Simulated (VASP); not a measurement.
Wanted: the native input for a VASP 6.6.1 run.

- Task: single point
- Functional: PBE
- Potentials or basis: VASP PAW PBE potentials, release 64 (Na_pv, F)
- Cutoff: 520 eV
- k mesh: 8 × 8 × 8
- Occupations: gaussian, width 0.01 eV
- Spin: no spin polarisation
- Dipole correction: no
- Further INCAR settings: ALGO = Normal; EDIFF = 1e-06; NBANDS = 14

The structure of NaF (Villiaumite) lies in POSCAR:

```
NaF
1.0
    0.0000000000      2.3200000000      2.3200000000
    2.3200000000      0.0000000000      2.3200000000
    2.3200000000      2.3200000000      0.0000000000
Na F
1 1
Direct
   -0.0021551724      0.0021551724     -0.0021551724
    0.5000000000      0.5000000000      0.5000000000
```

These files were run (other wordings do the same):

INCAR

```
  PREC = Accurate
  ENCUT = 520
  EDIFF = 1E-6
  ISMEAR = 0
  SIGMA = 0.01
  LREAL = False
  LASPH = True
  NELM = 100
  ALGO = Normal
  ISIF = 2
  LWAVE = False
  LCHARG = False
  GGA = PE
  NBANDS = 14
```

KPOINTS

```
regular mesh
0
Gamma
  8 8 8
```

Potentials or basis: VASP PAW PBE potentials, release 64 (Na_pv, F).

Command:

```sh
$ cat potpaw_PBE.64/Na_pv/POTCAR potpaw_PBE.64/F/POTCAR > POTCAR
$ mpirun -np 1 vasp_std > vasp.out
```

Results of the run:

```
Pressure               : 1.8 GPa
Largest force          : 0.024 eV/Å
Band gap on the k mesh : 6.28 eV, direct
```

Wall time 7 s on 1 thread of Intel Xeon 6975P-C, with other jobs on the host, peak memory 0.14 GiB.
